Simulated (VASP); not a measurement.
# Sb (Im-3m) in VASP: single point with PBEsol

Aim: the single point of Sb with PBEsol.

Program: VASP 6.6.1. These are calculated values, not measurements. Logs are shortened: lines on timing, memory, paths and dates and some standing lists are left out, and cuts for length are marked.

## (1) The cell of the first run

The structure is cubic, space group Im-3m (No. 229). Conventional cell: a = 3.450 Å, b = 3.450 Å, c = 3.450 Å, α = 90.00°, β = 90.00°, γ = 90.00°. Within 3.9 Å of Sb (site symmetry m-3m) lie 14 Sb at 2.99 to 3.45 Å.

## (2) Single point, PBEsol

Input file INCAR:

```
  PREC = Accurate
  ENCUT = 520
  EDIFF = 1E-6
  ISMEAR = 0
  SIGMA = 0.05
  LREAL = F
  LASPH = T
  NELM = 60
  ALGO = Normal
  ISIF = 2
  LWAVE = F
  LCHARG = F
  GGA = PS
  NBANDS = 8
```

Input file KPOINTS:

```
regular mesh
0
Gamma
  8 8 8
```

Input file POSCAR:

```
Sb
1.0
   -1.7250000000      1.7250000000      1.7250000000
    1.7250000000     -1.7250000000      1.7250000000
    1.7250000000      1.7250000000     -1.7250000000
Sb
1
Direct
    0.0000000000      0.0000000000      0.0000000000
```

Potentials or basis: VASP PAW PBE potentials, release 64 (Sb).

On the command line:

```console
> cat potpaw_PBE.64/Sb/POTCAR > POTCAR
> mpirun -np 1 vasp_std > vasp.out
```

OUTCAR:

```text
PREC = Accurate
   ENCUT = 520
   EDIFF = 1E-6
   ISMEAR = 0
   LREAL = F
   LASPH = T
   NELM = 60
   ISIF = 2
   GGA = PS

 ion  position               nearest neighbor table
   1  0.000  0.000  0.000-

  LATTYP: Found a body centered cubic cell.
 ALAT       =     3.4500000000

  Lattice vectors:

 A1 = (  -1.7250000000,   1.7250000000,   1.7250000000)
 A2 = (   1.7250000000,  -1.7250000000,   1.7250000000)
 A3 = (   1.7250000000,   1.7250000000,  -1.7250000000)

Analysis of symmetry for initial positions (statically):
=====================================================================
 Subroutine PRICEL returns:
 Original cell was already a primitive cell.

 Routine SETGRP: Setting up the symmetry group for a
 body centered cubic supercell.

 Subroutine GETGRP returns: Found 48 space group operations
 (whereof 48 operations were pure point group operations)
 out of a pool of 48 trial point group operations.

The static configuration has the point symmetry O_h .

Analysis of symmetry for dynamics (positions and initial velocities):
=====================================================================
 Subroutine PRICEL returns:
 Original cell was already a primitive cell.

 Routine SETGRP: Setting up the symmetry group for a
 body centered cubic supercell.

 Subroutine GETGRP returns: Found 48 space group operations
 (whereof 48 operations were pure point group operations)
 out of a pool of 48 trial point group operations.

The dynamic configuration has the point symmetry O_h .

 Subroutine INISYM returns: Found 48 space group operations
 (whereof 48 operations are pure point group operations),
 and found     1 'primitive' translations

----------------------------------------------------------------------------------------

                                     Primitive cell

  volume of cell :      20.5318

  direct lattice vectors                    reciprocal lattice vectors
    -1.725000000  1.725000000  1.725000000     0.000000000  0.289855072  0.289855072
     1.725000000 -1.725000000  1.725000000     0.289855072  0.000000000  0.289855072
     1.725000000  1.725000000 -1.725000000     0.289855072  0.289855072  0.000000000

  length of vectors
     2.987787643  2.987787643  2.987787643     0.409916975  0.409916975  0.409916975

  position of ions in fractional coordinates (direct lattice)
     0.000000000  0.000000000  0.000000000

  ion indices of the primitive-cell ions
   primitive index   ion index
                 1           1

----------------------------------------------------------------------------------------

 KPOINTS: regular mesh

Automatic generation of k-mesh.
 Grid dimensions read from file:
 generate k-points for:    8    8    8

 Generating k-lattice:

  Cartesian coordinates                     Fractional coordinates (reciprocal lattice)
     0.000000000  0.036231884  0.036231884     0.125000000  0.000000000  0.000000000
     0.036231884  0.000000000  0.036231884     0.000000000  0.125000000  0.000000000
     0.036231884  0.036231884  0.000000000     0.000000000  0.000000000  0.125000000

  Length of vectors
     0.051239622  0.051239622  0.051239622

  Shift w.r.t. Gamma in fractional coordinates (k-lattice)
     0.000000000  0.000000000  0.000000000

 Subroutine IBZKPT returns following result:
 ===========================================

 Found     29 irreducible k-points:

 Following reciprocal coordinates:
            Coordinates               Weight
  0.000000  0.000000  0.000000      1.000000
  0.125000  0.000000  0.000000     12.000000
  0.250000  0.000000  0.000000     12.000000
  0.375000  0.000000  0.000000     12.000000
  0.500000  0.000000  0.000000      6.000000
  0.125000  0.125000  0.000000     24.000000
[... 16 lines left out ...]
 -0.250000  0.250000  0.250000      6.000000
 -0.375000  0.375000  0.250000     24.000000
 [... further k-points ...]
   k-points           NKPTS =     29   k-points in BZ     NKDIM =     29   number of bands    NBANDS=      8
   number of dos      NEDOS =    301   number of ions     NIONS =      1
   total plane-waves  NPLWV =  13824
   dimension x,y,z NGX =    24 NGY =   24 NGZ =   24
   dimension x,y,z NGXF=    48 NGYF=   48 NGZF=   48
   ions per type =               1
   NGX,Y,Z   is equivalent  to a cutoff of  13.35, 13.35, 13.35 a.u.
   NGXF,Y,Z  is equivalent  to a cutoff of  26.71, 26.71, 26.71 a.u.
 SYSTEM =  unknown system
   PREC   = accura    normal or accurate (medium, high low for compatibility)
   ISTART =      0    job   : 0-new  1-cont  2-samecut
   ICHARG =      2    charge: 1-file 2-atom 10-const
   ISPIN  =      1    spin polarized calculation?
   LNONCOLLINEAR =      F non collinear calculations
   LSORBIT =      F    spin-orbit coupling
   LASPH  =      T    aspherical Exc in radial PAW
   ENCUT  =  520.0 eV  38.22 Ry    6.18 a.u.   5.56  5.56  5.56*2*pi/ulx,y,z
   NELM   =     60;   NELMIN=  2; NELMDL= -5     # of ELM steps
   EDIFF  = 0.1E-05   stopping-criterion for ELM
   LREAL  =      F    real-space projection
   EDIFFG = 0.1E-04   stopping-criterion for IOM
   NSW    =      0    number of steps for IOM
   IBRION =     -1    ionic relax: 0-MD 1-quasi-New 2-CG
   NFREE  =      0    steps in history (QN), initial steepest desc. (CG)
   ISIF   =      2    stress and relaxation
   ISYM   =      2    0-nonsym 1-usesym 2-fastsym
   POTIM  = 0.5000    time-step for ionic-motion
   TEBEG  =    0.0;   TEEND  =   0.0 temperature during run
   PSTRESS=    0.0 pullay stress
   NELECT =       5.0000    total number of electrons
   NUPDOWN=      -1.0000    fix difference up-down
   EMIN   =  10.00;   EMAX   =-10.00  energy-range for DOS
   EFERMI =   0.00;   METHOD = LEGACY
   ISMEAR =     0;   SIGMA  =   0.05  broadening in eV -4-tet -1-fermi 0-gaus
   EFERMI_NEDOS =   21; number of points for ismear=-14 and -15
   IALGO  =     38    algorithm
   IMIX   =      4    mixing-type and parameters
     AMIX     =   0.40;   BMIX     =  1.00
     AMIX_MAG =   1.60;   BMIX_MAG =  1.00
  volume/ion in A,a.u.               =      20.53       138.56
  Fermi-wavevector in a.u.,A,eV,Ry     =   1.022325  1.931915 14.220113  1.045149
  Thomas-Fermi vector in A             =   2.155998
   LORBIT       =      0    0 simple, 1 ext, 2 COOP (PROOUT), +10 PAW based schemes
   GGA     = PS    functional components
   LHFCALC =     F    Hartree Fock is set to
   AEXX    =    0.0000 exact exchange contribution
   IVDW    =     0    specifies the selected vdW correction
   LEPSILON=     F    determine dielectric tensor
   LRPA    =     F    only Hartree local field effects (RPA)
 non-spin polarized calculation
 Gauss-broadening in eV      SIGMA  =   0.05
  energy-cutoff  :      520.00
  volume of cell :       20.53
 maximum number of plane-waves:       586
 NGX is ok and might be reduce to    24
   NGX = 11   NGY = 11   NGZ = 11

 number of electron       5.0000000 magnetization

 Free energy of the ion-electron system (eV)
  ---------------------------------------------------
  ext. energy  EPLUGINS =         0.00000000
  ---------------------------------------------------
  free energy    TOTEN  =        -3.98962658 eV

  energy without entropy =       -3.98779499  energy(sigma->0) =       -3.98871079

 E-fermi :  12.5613     XC(G=0): -11.5432

 val. band max:       12.5599695878   @ k =  -0.2500   0.2500   0.1250
 cond. band min:      12.5889964865   @ k =   0.3750   0.1250   0.1250
 fundamental gap:      0.0290268987
 Fermi energy:        12.5612655050

 k-point     1 :       0.0000    0.0000    0.0000
  band No.  band energies     occupation
      1      -3.0201      2.00000
      2      20.2698      0.00000
      3      20.2698      0.00000
      4      20.2698      0.00000
      5      24.0563      0.00000
      6      24.0563      0.00000
      7      24.0563      0.00000
      8      24.2451      0.00000

 k-point     2 :       0.1250    0.0000    0.0000
  band No.  band energies     occupation
      1      -2.6019      2.00000
      2      17.1373      0.00000
      3      18.7404      0.00000
      4      19.6280      0.00000
      5      22.1037      0.00000
      6      22.1408      0.00000
      7      23.8117      0.00000
      8      25.1971      0.00000

 k-point     3 :       0.2500    0.0000    0.0000
  band No.  band energies     occupation
      1      -1.3475      2.00000
      2      12.2499      2.00000
      3      16.6397      0.00000
      4      18.2753      0.00000
      5      20.7471      0.00000
      6      20.8382      0.00000
      7      24.6191      0.00000
      8      26.1015      0.00000

 k-point     4 :       0.3750    0.0000    0.0000
  band No.  band energies     occupation
      1       0.7209      2.00000
      2       7.7855      2.00000
      3      15.1851      0.00000
      4      17.2156      0.00000
      5      19.9285      0.00000
      6      20.1081      0.00000
      7      26.3846      0.00000
      8      27.3664      0.00000

 k-point     5 :       0.5000    0.0000    0.0000
  band No.  band energies     occupation
      1       2.8841      2.00000
      2       4.7997      2.00000
      3      14.6731      0.00000
      4      16.8355      0.00000
      5      19.6588      0.00000
      6      19.8730      0.00000
      7      28.2348      0.00000
      8      28.9313      0.00000

 k-point     6 :       0.1250    0.1250    0.0000
  band No.  band energies     occupation
      1      -1.7655      2.00000
      2      14.3005      0.00000
      3      15.8146      0.00000
      4      17.9934      0.00000
      5      21.9725      0.00000
      6      22.2969      0.00000
      7      24.2705      0.00000
      8      25.8193      0.00000

 k-point     7 :       0.2500    0.1250    0.0000
  band No.  band energies     occupation
      1      -0.0998      2.00000
      2      10.1200      2.00000
      3      13.6363      0.00000
      4      16.6210      0.00000
      5      21.1337      0.00000
      6      22.9738      0.00000
      7      24.2837      0.00000
      8      28.2615      0.00000

 k-point     8 :       0.3750    0.1250    0.0000
  band No.  band energies     occupation
      1       2.2812      2.00000
      2       6.2035      2.00000
      3      12.6697      0.00217
      4      15.8667      0.00000
      5      20.6033      0.00000
      6      22.9410      0.00000
      7      25.7129      0.00000
      8      28.0893      0.00000

 k-point     9 :       0.2500    0.2500    0.0000
  band No.  band energies     occupation
      1       1.9228      2.00000
      2       8.2793      2.00000
      3      10.0089      2.00000
      4      15.6073      0.00000
      5      22.4466      0.00000
      6      22.8828      0.00000
      7      27.4118      0.00000
      8      27.5068      0.00000

 k-point    10 :       0.3750    0.2500    0.0000
  band No.  band energies     occupation
      1       3.8681      2.00000
      2       6.1470      2.00000
      3       8.9829      2.00000
      4      15.2557      0.00000
      5      22.3625      0.00000
      6      24.6830      0.00000
      7      25.1966      0.00000
      8      27.7227      0.00000
[... 78 lines left out ...]
 k-point    18 :      -0.2500    0.3750    0.1250
  band No.  band energies     occupation
      1       0.7256      2.00000
      2      10.3642      2.00000
      3      11.8324      2.00000
      4      16.5350      0.00000
      5      19.2223      0.00000
      6      21.9639      0.00000
      7      26.4874      0.00000
      8      26.5521      0.00000

 k-point    19 :       0.5000    0.5000    0.1250
  band No.  band energies     occupation
      1       3.2669      2.00000
      2       5.2312      2.00000
      3      13.3484      0.00000
      4      15.3947      0.00000
      5      21.4401      0.00000
      6      21.5414      0.00000
      7      24.5522      0.00000
      8      24.5594      0.00000

 k-point    20 :      -0.3750    0.5000    0.1250
  band No.  band energies     occupation
      1       3.0697      2.00000
      2       6.9869      2.00000
      3      10.4660      2.00000
      4      16.4165      0.00000
      5      20.2444      0.00000
      6      21.7223      0.00000
      7      23.6643      0.00000
      8      26.5167      0.00000

 k-point    21 :      -0.3750   -0.3750    0.1250
  band No.  band energies     occupation
      1       4.6059      2.00000
      2       7.3830      2.00000
      3       7.3830      2.00000
      4      17.2389      0.00000
      5      20.9332      0.00000
      6      20.9332      0.00000
      7      21.7045      0.00000
      8      30.3255      0.00000

 k-point    22 :       0.2500    0.2500    0.2500
  band No.  band energies     occupation
      1       4.6424      2.00000
      2       8.4020      2.00000
      3       8.4020      2.00000
      4       8.4020      2.00000
      5      29.9106      0.00000
      6      29.9106      0.00000
      7      29.9113      0.00000
      8      29.9571      0.00000

 k-point    23 :      -0.2500    0.2500    0.2500
  band No.  band energies     occupation
      1       0.3145      2.00000
      2      13.2366      0.00000
      3      13.2366      0.00000
      4      13.3266      0.00000
      5      17.1979      0.00000
      6      25.7675      0.00000
      7      26.1264      0.00000
      8      26.1264      0.00000

 k-point    24 :      -0.3750    0.3750    0.2500
  band No.  band energies     occupation
      1       2.3525      2.00000
      2       9.2770      2.00000
      3      11.8915      2.00000
      4      13.6020      0.00000
      5      17.3650      0.00000
      6      22.8494      0.00000
      7      25.0281      0.00000
      8      26.4045      0.00000

 [... further k-points ...]
[... 5 lines left out ...]
  --------------------------------------------------------------------------------------
  -------------------------------------------------------------------------------------
  Total        3.6435493      3.6435493      3.6435493      0.0000000     -0.0000000      0.0000000
  in kB      284.3203473    284.3203473    284.3203473      0.0000000     -0.0000000      0.0000000
  external PRESSURE =     284.3203473 kB  Pullay stress =       0.0000000 kB

 VOLUME and BASIS-vectors are now :
 -----------------------------------------------------------------------------
  energy-cutoff  :      520.00
  volume of cell :       20.53
      direct lattice vectors                 reciprocal lattice vectors
    -1.725000000  1.725000000  1.725000000     0.000000000  0.289855072  0.289855072
     1.725000000 -1.725000000  1.725000000     0.289855072  0.000000000  0.289855072
     1.725000000  1.725000000 -1.725000000     0.289855072  0.289855072  0.000000000

 POSITION                                       TOTAL-FORCE (eV/Angst)
 -----------------------------------------------------------------------------------
      0.00000      0.00000      0.00000         0.000000      0.000000      0.000000
 -----------------------------------------------------------------------------------
    total drift:                               -0.000000     -0.000000     -0.000000

  FREE ENERGIE OF THE ION-ELECTRON SYSTEM (eV)
  ---------------------------------------------------
  free  energy   TOTEN  =        -3.9896265831 eV

  energy  without entropy=       -3.9877949888  energy(sigma->0) =       -3.98871079
```

It took 2.9 s on 1 thread of AMD EPYC 9R45 (Zen 5), shared host; peak memory 0.11 GiB.

What came out:

* Free energy: -3.9896 eV
* Pressure: 28.4 GPa

Caveat: the PAW data sets were made with another functional, which shifts forces and pressure a little; spin-orbit coupling is left out, which moves the levels of the heavy elements.
